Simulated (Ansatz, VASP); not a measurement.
# One calculation of BN, two programs

Contents of INCAR:

```
SYSTEM = BN
PREC     = Accurate       ! precision mode
ENCUT    = 600            ! plane-wave cutoff, eV
EDIFF    = 1E-6           ! SCF threshold, eV
ISMEAR   = 0              ! smearing method
SIGMA    = 0.1            ! smearing width, eV
LREAL    = .FALSE.        ! projectors in reciprocal space
LASPH    = .TRUE.         ! aspherical terms in the spheres
NELM     = 120            ! most SCF steps
ALGO     = Normal         ! electronic algorithm
ISIF     = 2              ! what is computed and relaxed
LWAVE    = .FALSE.        ! write WAVECAR
LCHARG   = .FALSE.        ! write CHGCAR
NBANDS   = 16             ! bands
GGA_COMPAT= .FALSE.
```

Contents of KPOINTS:

```
regular mesh
0
G
  8 6 8
  0 0 0
```

Contents of POSCAR:

```
BN
1.0
    2.5145732064      0.0000000000      0.0000000000
    0.0000000000      3.5561435320      0.0000000000
    0.0000000000      0.0000000000      2.5526963126
B N
2 2
Direct
    0.0000000000      0.0000000000      0.0000000000
    0.5000000000      0.5000000000      0.5000000000
    0.0000000000      0.2500000000      0.5000000000
    0.5000000000      0.7500000000      0.0000000000
```

Input for Ansatz:

```yaml
crystal:
  lattice:
    - [2.5145732064, 0.0, 0.0]
    - [0.0, 3.556143532, 0.0]
    - [0.0, 0.0, 2.5526963126]
  atoms:
    - { symbol: B, position: [0.0, 0.0, 0.0] }
    - { symbol: B, position: [0.5, 0.5, 0.5] }
    - { symbol: "N", position: [0.0, 0.25, 0.5] }
    - { symbol: "N", position: [0.5, 0.75, 0.0] }
basis:
  ecutwfc: 420
kpoints:
  mp_grid: { grid: [8, 6, 8] }
hamiltonian:
  xc: lda
  pseudopotentials: { kind: paw }
scf:
  occupations: { method: gaussian, width: 0.1 }
output:
  forces: true
  stress: true
  eigenvalues: true
```

Alike in both runs: task single point; functional LDA; k mesh 8 × 6 × 8; occupations gaussian, width 0.1 eV; no spin polarisation.

|  | VASP | Ansatz |
| --- | --- | --- |
| version | VASP 6.6.1 | Ansatz 0.2.0 |
| potentials or method | VASP PAW LDA potentials, release 64 (B, N), cutoff 600 eV | scalar-relativistic, plane waves, PAW |
| valence electrons in the cell | 16 | 16 |

VASP gave:

```
gap on the k mesh at the Fermi level (eV)                     : 4.23
least direct gap on the mesh (eV)                             : 4.23
pressure (GPa)                                                : 3.1
traceless stress, the component that is largest in VASP (GPa) : -8.83
rms of the force components (eV/Å)                            : 0.029
```

Problem. Which values does Ansatz return?

Solution. gap on the k mesh at the Fermi level (eV): 4.25; least direct gap on the mesh (eV): 4.25; pressure (GPa): 2.3; traceless stress, the component that is largest in VASP (GPa): -8.79; rms of the force components (eV/Å): 0.027.

LDA's correlation is that of Perdew and Zunger in VASP and of Perdew and Wang (1992) in Ansatz. Atom by atom the forces differ by 0.002 eV/Å (rms over components).
